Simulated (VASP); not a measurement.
The system is CoSi2.

```
Co Si
1.0
     0.00000    2.78334    2.78334
     2.78334    0.00000    2.78334
     2.78334    2.78334    0.00000
Co Si
1 2
Direct
  0.00000 0.00000 0.00000
  0.25000 0.25000 0.25000
  0.75000 0.75000 0.75000
```

Base run:

| Property | Result |
| --- | --- |
| Program | VASP 6.6.1 |
| Functional | PBE |
| Potentials or basis | VASP PAW PBE potentials, release 64 (Co, Si) |
| Cutoff | 520 eV |
| k mesh | 14 × 14 × 14 |
| Occupations | gaussian, width 0.15 eV |
| Spin | collinear spin, ferromagnetic start |
| Starting moments | [1.1, 0.0, 0.0] μB |
| Fixed moment | 1.1 μB |

Its results: pressure -11.1 GPa; site moments Co +0.73; Si +0.08 μB.

**Question.** After a change of settings the same cell gave: pressure -6.7 GPa; site moments Co +1.10; Si +0.12 μB. Which change was it?
A. fixed moment from 1.1 μB to 1.65 μB; moments at the start from [1.1, 0.0, 0.0] to [1.65, 0.0, 0.0]
B. fixed moment from 1.1 μB to 2.2 μB; moments at the start from [1.1, 0.0, 0.0] to [2.2, 0.0, 0.0]
C. fixed moment from 1.1 μB to 0.55 μB; moments at the start from [1.1, 0.0, 0.0] to [0.55, 0.0, 0.0]
D. fixed moment from 1.1 μB to 0.275 μB; moments at the start from [1.1, 0.0, 0.0] to [0.28, 0.0, 0.0]

**Answer.** A.

Caveats: the total moment is fixed, so each spin has its own Fermi level.
